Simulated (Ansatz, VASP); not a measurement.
Two plane-wave programs on As

INCAR

```
SYSTEM = As
PREC     = Accurate       ! precision mode
ENCUT    = 520            ! plane-wave cutoff, eV
EDIFF    = 1E-6           ! SCF threshold, eV
ISMEAR   = -1             ! smearing method
SIGMA    = 0.1            ! smearing width, eV
LREAL    = .False.        ! projectors in reciprocal space
LASPH    = .True.         ! aspherical terms in the spheres
NELM     = 100            ! most SCF steps
ALGO     = Normal         ! electronic algorithm
ISIF     = 2              ! what is computed and relaxed
LWAVE    = .False.        ! write WAVECAR
LCHARG   = .False.        ! write CHGCAR
GGA      = RE             ! functional
NBANDS   = 14             ! bands
```

Contents of KPOINTS:

```
regular mesh
0
Gamma
  9 9 12
  0 0 0
```

The input POSCAR:

```
As
1.0
    4.9382674742      0.0000000000      0.0000000000
   -2.4691337371      4.2766650833      0.0000000000
    0.0000000000      0.0000000000      2.8792935833
As
3
Direct
    1.0000000000      1.0000000000      0.0000000000
    0.3333333333      0.6666666667      0.5000000000
    0.6666666667      0.3333333333      0.5000000000
```

Input for Ansatz:

```yaml
crystal:
  lattice:
    - [4.9382674742, 0.0, 0.0]
    - [-2.4691337371, 4.2766650833, 0.0]
    - [0.0, 0.0, 2.8792935833]
  atoms:
    - { symbol: As, position: [1.0, 1.0, 0.0] }
    - { symbol: As, position: [0.3333333333, 0.6666666667, 0.5] }
    - { symbol: As, position: [0.6666666667, 0.3333333333, 0.5] }
hamiltonian:
  xc: revpbe
  pseudopotentials:
    kind: paw
    azcp:
      As: "pseudopotentials/As.paw.azcp"
basis:
  ecutwfc: 420
  fft_grid_basis: typed
kpoints:
  mp_grid: { grid: [9, 9, 12], shift: [0, 0, 0] }
magnetization:
  spin_polarized: false
scf:
  occupations: { method: fermi_dirac, width: 0.1 }
  lower_state_search: "off"
output:
  stress: true
  write_density: true
  write_potential: true
  elf: true
  volumetric_format: npy
```

Alike in both runs: task single point; functional revPBE; k mesh 9 × 9 × 12; occupations fermi-dirac, width 0.1 eV; no spin polarisation.

|  | VASP | Ansatz |
| --- | --- | --- |
| version | VASP 6.6.1 | Ansatz 0.2.0 |
| potentials or method | VASP PAW PBE potentials, release 64 (As), cutoff 520 eV | plane waves (420 eV) with PAW, scalar-relativistic |
| valence electrons in the cell | 15 | 45 |

```csv
,VASP,Ansatz,Ansatz less VASP
pressure (GPa),-2.6,-2.6,0.00
"traceless stress, the component that is largest in VASP (GPa)",0.42,0.41,-0.010
```

VASP's potentials were made for PBE, not for revPBE. The functional is the same, so the differences come from potentials, cutoffs and numerics. VASP's potentials hold 15 valence electrons a cell and Ansatz's 45, so a difference there can come from the potentials and not from the codes.
